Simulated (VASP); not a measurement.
SrO:

```
CELL_PARAMETERS angstrom
3.23681 0.00000 0.00000
-1.61841 2.80316 0.00000
0.00000 0.00000 7.83786
ATOMIC_POSITIONS crystal
Sr 0.00000 0.00000 0.79924
Sr 0.00000 0.00000 0.20076
O 0.33333 0.66667 0.00000
O 0.66667 0.33333 0.00000
```

The cell was generated, and may not be a known phase.

| Property | Result |
| --- | --- |
| Program | VASP 6.6.1 |
| Task | relaxation of cell and atoms |
| Functional | PBE |
| Potentials or basis | VASP PAW PBE potentials, release 64 (Sr_sv, O_h) |
| Cutoff | 1340 eV |
| k mesh | 6 × 6 × 2 |
| Occupations | gaussian, width 0.1 eV |
| Spin | no spin polarisation |

At the start: pressure 33.6 GPa; volume 17.78 Å³/atom.

**Question.** Where does the relaxation end?

**Answer.** Over 8 steps the energy falls by 1093.1 meV/atom and the volume is 24.39 Å³/atom (+37.2 %); space group P6/mmm (No. 191, to 0.1 Å) before and after.

Step by step:
```
step  energy change (eV)  largest force (eV/Å)  pressure (GPa)  volume (Å³)
   1              0.0000                0.5764           33.57        71.12
   2             -3.8138                1.7461           -6.32       114.48
   3             -3.9771                1.6960           -2.61       102.97
   4             -3.9824                1.7237           -3.48       104.92
   5             -4.3395                0.1493           -1.36       100.31
   6             -4.3487                0.1512           -1.72       100.95
   7             -4.3722                0.0522            0.17        97.32
   8             -4.3724                0.0364            0.03        97.58
```

Final structure:
```xyz
4
Lattice="3.9465 0.0000 0.0000 -1.9733 3.4178 0.0000 0.0000 0.0000 7.2342" Properties=species:S:1:pos:R:3 pbc="T T T"
Sr    0.0000    0.0000    5.8290
Sr    0.0000    0.0000    1.4052
O     0.0000    2.2785    0.0000
O     1.9733    1.1393    0.0000
```

Caveat: the k points lie up to 0.43 Å⁻¹ apart in the final cell, too coarse for converged energies and pressures of a metal; the volume moved by over 15 % at a fixed basis, so the end points are rough.
